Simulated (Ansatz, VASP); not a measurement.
**Two plane-wave programs on F**

INCAR

```
PREC     = Accurate       # precision mode
ENCUT    = 520            # plane-wave cutoff, eV
EDIFF    = 1E-7           # SCF threshold, eV
ISMEAR   = 0              # smearing method
SIGMA    = 0.05           # smearing width, eV
LREAL    = F              # projectors in reciprocal space
LASPH    = T              # aspherical terms in the spheres
NELM     = 80             # most SCF steps
ALGO     = Normal         # electronic algorithm
ISIF     = 2              # what is computed and relaxed
LWAVE    = F              # write WAVECAR
LCHARG   = T              # write CHGCAR
GGA      = PS             # functional
LELF     = T              # ELF
LVHAR    = T            
NBANDS   = 22             # bands
```

The input KPOINTS:

```
regular mesh
0
Gamma
  4 4 2
```

File POSCAR:

```
F
1.0
    3.1573117572     -1.8146152765     -0.2435191204
    3.1573117572      1.8146152765     -0.2435191204
   -2.3740572529      0.0000000000      7.2670371310
F
4
Direct
    0.0848459664      0.0848459664      0.0740235354
    0.9151540336      0.9151540336      0.9259764646
    0.5015719855      0.5015719855      0.5937195244
    0.4984280145      0.4984280145      0.4062804756
```

Input for Ansatz:

```yaml
crystal:
  lattice:
    - [3.1573117572, -1.8146152765, -0.2435191204]
    - [3.1573117572, 1.8146152765, -0.2435191204]
    - [-2.3740572529, 0.0, 7.267037131]
  atoms:
    - { symbol: F, position: [0.0848459664, 0.0848459664, 0.0740235354] }
    - { symbol: F, position: [0.9151540336, 0.9151540336, 0.9259764646] }
    - { symbol: F, position: [0.5015719855, 0.5015719855, 0.5937195244] }
    - { symbol: F, position: [0.4984280145, 0.4984280145, 0.4062804756] }
basis:
  ecutwfc: 520.0
kpoints:
  mp_grid: { grid: [4, 4, 2] }
hamiltonian:
  xc: pbesol
scf:
  occupations: { method: gaussian, width: 0.05 }
output:
  forces: true
  stress: true
  eigenvalues: true
```

Alike in both runs: task single point; functional PBEsol; k mesh 4 × 4 × 2; occupations gaussian, width 0.05 eV; no spin polarisation.

|  | VASP | Ansatz |
| --- | --- | --- |
| version | VASP 6.6.1 | Ansatz 0.2.0 |
| potentials or method | VASP PAW PBE potentials, release 64 (F), cutoff 520 eV | scalar-relativistic, plane waves, PAW |
| valence electrons in the cell | 28 | 28 |

|  | VASP | Ansatz | Ansatz less VASP |
| --- | --- | --- | --- |
| gap on the k mesh at the Fermi level (eV) | 2.26 | 2.31 | +0.054 |
| least direct gap on the mesh (eV) | 2.31 | 2.37 | +0.053 |
| pressure (GPa) | 9.2 | 8.0 | -1.13 |
| traceless stress, the component that is largest in VASP (GPa) | 14.91 | 13.41 | -1.500 |
| rms of the force components (eV/Å) | 5.131 | 4.497 | -0.6343 |

VASP's potentials were made for PBE, not for PBEsol. Atom by atom the forces differ by 0.663 eV/Å (rms over components).

The k mesh is coarse, so the values compare programs but aren't converged. Noted on VASP's run: the standard files for N, O and F lose accuracy on very short bonds.
